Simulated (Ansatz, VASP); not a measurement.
Ti in VASP and in Ansatz

```
CELL_PARAMETERS angstrom
2.92050 0.00000 0.00000
-1.46025 2.52923 0.00000
0.00000 0.00000 4.68600
ATOMIC_POSITIONS crystal
Ti 0.33333 0.66667 0.25000
Ti 0.66667 0.33333 0.75000
```

Change from the starting cell: equal xx and yy strain of -1 %.

Alike in both runs: task single point; functional PBE; k mesh 13 × 13 × 7; occupations fermi-dirac, width 0.08 eV; no spin polarisation.

```csv
,VASP,Ansatz
version,VASP 6.6.1,Ansatz 0.2.0
potentials or method,"VASP PAW PBE potentials, release 64 (Ti_sv), cutoff 520 eV","all-electron LAPW, scalar-relativistic"
```

```tsv
	VASP	Ansatz	Ansatz less VASP
pressure (GPa)	0.3	0.6	+0.28
traceless stress, the component that is largest in VASP (GPa)	-0.97	-0.98	-0.003
```

Ansatz ran all-electron here, and VASP with PAW potentials.
